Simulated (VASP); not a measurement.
# BaTiO3 (P4mm) in VASP: a series of runs

The runs below take BaTiO3 through single point, with r2SCAN.

Program: VASP 6.6.1. These are calculated values, not measurements. Logs are shortened: lines on timing, memory, paths and dates and some standing lists are left out, and cuts for length are marked.

### Step 1. The cell of the first run

It takes space group P4mm (No. 99, tetragonal). The conventional cell has a = 3.972 Å, b = 3.972 Å, c = 4.112 Å, α = 90.00°, β = 90.00°, γ = 90.00°. Within 3.7 Å of Ba (site symmetry 4mm) lie 12 O at 2.79 to 2.92 Å and 8 Ti at 3.44 to 3.53 Å. Ti (site symmetry 4mm) has 6 O at 1.99 to 2.12 Å within 2.6 Å. O (site symmetry 4mm) has 2 Ti at 1.99 to 2.12 Å within 2.6 Å. Within 2.6 Å of O (site symmetry 2mm) lie 2 Ti at 1.99 Å.

### Step 2. Single point, r2SCAN (atom 3 (O) moved -0.300 Å along Cartesian [0 0 1])

POSCAR

```
BaTiO3
1.0
    3.9723167996      0.0000000000      0.0000000000
    0.0000000000      3.9723167996      0.0000000000
    0.0000000000      0.0000000000      4.1123825565
Ba Ti O
1 1 3
Direct
    0.0000000000      0.0000000000      0.9926109048
    0.5000000000      0.5000000000      0.4745255192
    0.5000000000      0.5000000000     -0.0413767078
    0.5000000000      0.0000000000      0.5146449361
    0.0000000000      0.5000000000      0.5146449361
```

INCAR.step1

```
PREC     = Accurate       # precision mode
ENCUT    = 520            # plane-wave cutoff, eV
ISMEAR   = 0              # smearing method
SIGMA    = 0.05           # smearing width, eV
LREAL    = F              # projectors in reciprocal space
LASPH    = T              # aspherical terms in the spheres
NELM     = 100            # most SCF steps
NBANDS   = 28             # bands
GGA      = PE             # functional
ALGO     = Normal         # electronic algorithm
EDIFF    = 1E-4           # SCF threshold, eV
LWAVE    = T              # write WAVECAR
LCHARG   = F              # write CHGCAR
```

INCAR.step2

```
PREC     = Accurate       # precision mode
ENCUT    = 520            # plane-wave cutoff, eV
EDIFF    = 1E-6           # SCF threshold, eV
ISMEAR   = 0              # smearing method
SIGMA    = 0.05           # smearing width, eV
LREAL    = F              # projectors in reciprocal space
LASPH    = T              # aspherical terms in the spheres
NELM     = 100            # most SCF steps
ALGO     = Normal         # electronic algorithm
ISIF     = 2              # what is computed and relaxed
LWAVE    = F              # write WAVECAR
LCHARG   = T              # write CHGCAR
METAGGA  = R2SCAN         # meta-GGA
LMIXTAU  = T            
LELF     = T              # ELF
LVHAR    = T            
NBANDS   = 28             # bands
ISTART   = 1
```

KPOINTS

```
regular mesh
0
Gamma
  8 8 8
```

Potentials or basis: VASP PAW PBE potentials, release 64 (Ba_sv, Ti_sv, O).

Run with:

```bash
> cat potpaw_PBE.64/Ba_sv/POTCAR potpaw_PBE.64/Ti_sv/POTCAR potpaw_PBE.64/O/POTCAR > POTCAR
> cp INCAR.step1 INCAR
> mpirun -np 1 vasp_std > vasp.out
> cp INCAR.step2 INCAR
> mpirun -np 1 vasp_std > vasp.out
```

OUTCAR:

```text
PREC = Accurate
   ENCUT = 520
   EDIFF = 1E-6
   ISMEAR = 0
   LREAL = F
   LASPH = T
   NELM = 100
   ISIF = 2
   METAGGA = R2SCAN
   ISTART = 1

 ion  position               nearest neighbor table
   1  0.000  0.000  0.993-   4 2.79   5 2.79   5 2.79   4 2.79   3 2.81   3 2.81   3 2.81   3 2.81
                             4 2.92   5 2.92   5 2.92   4 2.92   2 3.44   2 3.44   2 3.44   2 3.44
   2  0.500  0.500  0.475-   3 1.99   4 1.99   5 1.99   4 1.99   5 1.99   3 2.12   1 3.44   1 3.44
                             1 3.44   1 3.44   1 3.53   1 3.53   1 3.53   1 3.53
   3  0.500  0.500  0.959-   2 1.99   2 2.12   1 2.81   1 2.81   1 2.81   1 2.81
   4  0.500  0.000  0.515-   2 1.99   2 1.99   1 2.79   1 2.79   1 2.92   1 2.92
   5  0.000  0.500  0.515-   2 1.99   2 1.99   1 2.79   1 2.79   1 2.92   1 2.92

  LATTYP: Found a simple tetragonal cell.
 ALAT       =     3.9723167996
 C/A-ratio  =     1.0352604699

  Lattice vectors:

 A1 = (   3.9723167996,   0.0000000000,   0.0000000000)
 A2 = (   0.0000000000,   3.9723167996,   0.0000000000)
 A3 = (   0.0000000000,   0.0000000000,   4.1123825565)

Analysis of symmetry for initial positions (statically):
=====================================================================
 Subroutine PRICEL returns:
 Original cell was already a primitive cell.

 Routine SETGRP: Setting up the symmetry group for a
 simple tetragonal supercell.

 Subroutine GETGRP returns: Found  8 space group operations
 (whereof  8 operations were pure point group operations)
 out of a pool of 16 trial point group operations.

The static configuration has the point symmetry C_4v.

Analysis of symmetry for dynamics (positions and initial velocities):
=====================================================================
 Subroutine PRICEL returns:
 Original cell was already a primitive cell.

 Routine SETGRP: Setting up the symmetry group for a
 simple tetragonal supercell.

 Subroutine GETGRP returns: Found  8 space group operations
 (whereof  8 operations were pure point group operations)
 out of a pool of 16 trial point group operations.

The dynamic configuration has the point symmetry C_4v.

 Subroutine INISYM returns: Found  8 space group operations
 (whereof  8 operations are pure point group operations),
 and found     1 'primitive' translations

[... 99 lines left out ...]
   NELM   =    100;   NELMIN=  2; NELMDL=  0     # of ELM steps
   EDIFF  = 0.1E-05   stopping-criterion for ELM
   LREAL  =      F    real-space projection
   EDIFFG = 0.1E-04   stopping-criterion for IOM
   NSW    =      0    number of steps for IOM
   IBRION =     -1    ionic relax: 0-MD 1-quasi-New 2-CG
   NFREE  =      0    steps in history (QN), initial steepest desc. (CG)
   ISIF   =      2    stress and relaxation
   ISYM   =      2    0-nonsym 1-usesym 2-fastsym
   POTIM  = 0.5000    time-step for ionic-motion
   TEBEG  =    0.0;   TEEND  =   0.0 temperature during run
   PSTRESS=    0.0 pullay stress
   NELECT =      40.0000    total number of electrons
   NUPDOWN=      -1.0000    fix difference up-down
   EMIN   =  10.00;   EMAX   =-10.00  energy-range for DOS
   EFERMI =   0.00;   METHOD = LEGACY
   ISMEAR =     0;   SIGMA  =   0.05  broadening in eV -4-tet -1-fermi 0-gaus
   EFERMI_NEDOS =   21; number of points for ismear=-14 and -15
   IALGO  =     38    algorithm
   IMIX   =      4    mixing-type and parameters
     AMIX     =   0.40;   BMIX     =  1.00
     AMIX_MAG =   1.60;   BMIX_MAG =  1.00
  volume/ion in A,a.u.               =      12.98        87.58
  Fermi-wavevector in a.u.,A,eV,Ry     =   1.393267  2.632893 26.411540  1.941193
  Thomas-Fermi vector in A             =   2.516930
   LORBIT       =      0    0 simple, 1 ext, 2 COOP (PROOUT), +10 PAW based schemes
   METAGGA = R2SCAN    functional components
   LHFCALC =     F    Hartree Fock is set to
   AEXX    =    0.0000 exact exchange contribution
   IVDW    =     0    specifies the selected vdW correction
   LEPSILON=     F    determine dielectric tensor
   LRPA    =     F    only Hartree local field effects (RPA)
 non-spin polarized calculation
 Gauss-broadening in eV      SIGMA  =   0.05
  energy-cutoff  :      520.00
  volume of cell :       64.89
 maximum number of plane-waves:      1779
 NGX is ok and might be reduce to    30
   NGX = 15   NGY = 15   NGZ = 15

 number of electron      39.9999985 magnetization

 Free energy of the ion-electron system (eV)
  ---------------------------------------------------
  ext. energy  EPLUGINS =         0.00000000
  ---------------------------------------------------
  free energy    TOTEN  =       -73.91888888 eV

  energy without entropy =      -73.91888888  energy(sigma->0) =      -73.91888888

 E-fermi :   3.9099     XC(G=0): -11.8519

 val. band max:        3.5219906547   @ k =   0.5000   0.5000   0.5000
 cond. band min:       5.5914798978   @ k =   0.0000   0.0000   0.0000
 fundamental gap:      2.0694892432
 Fermi energy:         3.9099336988

 k-point     1 :       0.0000    0.0000    0.0000
  band No.  band energies     occupation
      1     -55.4968      2.00000
      2     -30.6497      2.00000
      3     -30.6489      2.00000
      4     -30.6489      2.00000
      5     -22.0628      2.00000
      6     -14.4112      2.00000
[... 733 lines left out ...]
     27      12.0171      0.00000
     28      12.8417      0.00000

 [... further k-points ...]

------------------------ aborting loop because EDIFF is reached ----------------------------------------

  FORCE on cell =-STRESS in cart. coord.  units (eV):
  Direction    XX          YY          ZZ          XY          YZ          ZX
  --------------------------------------------------------------------------------------
  -------------------------------------------------------------------------------------
  Total        0.6071000      0.6071000     -2.2275092      0.0000000      0.0000000      0.0000000
  in kB       14.9895837     14.9895837    -54.9982446      0.0000000      0.0000000      0.0000000
  external PRESSURE =      -8.3396924 kB  Pullay stress =       0.0000000 kB

 VOLUME and BASIS-vectors are now :
 -----------------------------------------------------------------------------
  energy-cutoff  :      520.00
  volume of cell :       64.89
      direct lattice vectors                 reciprocal lattice vectors
     3.972316800  0.000000000  0.000000000     0.251742258  0.000000000  0.000000000
     0.000000000  3.972316800  0.000000000     0.000000000  0.251742258  0.000000000
     0.000000000  0.000000000  4.112382557     0.000000000  0.000000000  0.243168039

 POSITION                                       TOTAL-FORCE (eV/Angst)
 -----------------------------------------------------------------------------------
      0.00000      0.00000      4.08200         0.000000     -0.000000     -0.326318
      1.98616      1.98616      1.95143        -0.000000      0.000000      1.119645
      1.98616      1.98616      3.94223        -0.000000      0.000000      1.804212
      1.98616      0.00000      2.11642        -0.000000     -0.000000     -1.298769
      0.00000      1.98616      2.11642        -0.000000     -0.000000     -1.298769
 -----------------------------------------------------------------------------------
    total drift:                                0.000000      0.000000     -0.004818

  FREE ENERGIE OF THE ION-ELECTRON SYSTEM (eV)
  ---------------------------------------------------
  free  energy   TOTEN  =       -73.9188888823 eV

  energy  without entropy=      -73.9188888823  energy(sigma->0) =      -73.91888888
```

OSZICAR.step1:

```text
N       E                     dE             d eps       ncg     rms          rms(c)
DAV:   1     0.436353313964E+03    0.43635E+03   -0.20890E+04  4200   0.155E+03
DAV:   2    -0.455409453859E+01   -0.44091E+03   -0.42088E+03  4836   0.428E+02
DAV:   3    -0.485931885171E+02   -0.44039E+02   -0.43634E+02  5780   0.134E+02
DAV:   4    -0.508112660015E+02   -0.22181E+01   -0.22130E+01  6436   0.253E+01
DAV:   5    -0.508770727799E+02   -0.65807E-01   -0.65797E-01  5716   0.332E+00    0.227E+01
DAV:   6    -0.399425827817E+02    0.10934E+02   -0.58862E+01  5988   0.663E+01    0.100E+01
DAV:   7    -0.398792737273E+02    0.63309E-01   -0.10957E+01  5616   0.239E+01    0.660E+00
DAV:   8    -0.396869848388E+02    0.19229E+00   -0.63635E-01  5252   0.691E+00    0.361E+00
DAV:   9    -0.397234997682E+02   -0.36515E-01   -0.45161E-01  6056   0.581E+00    0.182E+00
DAV:  10    -0.396890677608E+02    0.34432E-01   -0.22568E-01  4972   0.465E+00    0.596E-01
DAV:  11    -0.396837889427E+02    0.52788E-02   -0.22865E-02  5056   0.951E-01    0.182E-01
DAV:  12    -0.396837613459E+02    0.27597E-04   -0.16286E-03  5152   0.343E-01    0.541E-02
DAV:  13    -0.396837674020E+02   -0.60561E-05   -0.18332E-04  3184   0.108E-01
   1 F= -.39683767E+02 E0= -.39683767E+02  d E =-.596765E-26
```

It took 5.5 min on 1 thread of Intel Xeon Platinum 8488C (Sapphire Rapids), shared host; peak memory 0.27 GiB.

Results:

```yaml
Free_energy: -73.9189 eV
Pressure: -0.8 GPa
Largest_force: 1.804 eV/Å
Band_gap_on_the_k_mesh: 2.07 eV, indirect (least direct gap 2.24 eV)
```

Forces in eV/Å, atoms in the order of the input:
```
Ba   0.000  0.000 -0.326
Ti   0.000  0.000  1.120
O    0.000  0.000  1.804
O    0.000  0.000 -1.299
O    0.000  0.000 -1.299
```

Caveat: the cell differs from its parent crystal (atom 3 (O) moved -0.300 Å along Cartesian [0 0 1]); the PAW data sets were made with another functional, which shifts forces and pressure a little; spin-orbit coupling is left out, which moves the levels of the heavy elements. A k mesh can miss the band edges.

[end of part 1 of 2]
